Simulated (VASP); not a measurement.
Input of a VASP 6.6.1 run:

File INCAR:

```
PREC = Accurate ; ENCUT = 520
EDIFF = 1E-7 ; ISMEAR = 0
SIGMA = 0.05 ; LREAL = F
LASPH = T ; NELM = 60
ALGO = Normal ; ISIF = 2
LWAVE = F ; LCHARG = T
LDIPOL = T ; IDIPOL = 3
DIPOL = 0.5 0.5 0.395 ; GGA = PE
IVDW = 12 ; LELF = T
LVHAR = T ; LVACPOTAV = T
NBANDS = 35
```

KPOINTS

```
regular mesh
0
Gamma
  9 9 1
```

POSCAR

```
WSe2
1.0
    3.2854926209      0.0000000000      0.0000000000
   -1.6427463104      2.8453200736      0.0000000000
    0.0000000000      0.0000000000     24.2386466044
Se W
4 2
Direct
    0.3333333333      0.6666666667      0.1856539300
    0.3333333333      0.6666666667      0.3245584061
    0.5000000000      1.0000000000      0.4650120617
    0.5000000000      1.0000000000      0.6039207747
    0.6666666667      0.3333333333      0.2551307612
    0.8333333334      0.6666666667      0.5344320579
```

Potentials or basis: VASP PAW PBE potentials, release 64 (Se, W_sv).

The run is started by

```bash
$ cat potpaw_PBE.64/Se/POTCAR potpaw_PBE.64/W_sv/POTCAR > POTCAR
$ mpirun -np 1 vasp_std > vasp.out
```

Problem. What does it give for the largest force?

Solution. 0.083 eV/Å.

Problem. Estimate the band gap on the k mesh.

Solution. 1.52 eV (least direct gap 1.64 eV).

Problem. Predict the dispersion energy per atom.

Solution. -0.390 eV.

Forces in eV/Å, atoms in the order of the input:
```
Se   0.000  0.002 -0.052
Se   0.000 -0.066  0.050
Se   0.000  0.064 -0.049
Se   0.000  0.000  0.049
W    0.000 -0.016  0.000
W    0.000  0.016  0.002
```

Caveat: the cell differs from its parent crystal (layers slid over each other, then relaxed in part); spin-orbit coupling is left out, which moves the levels of the heavy elements.
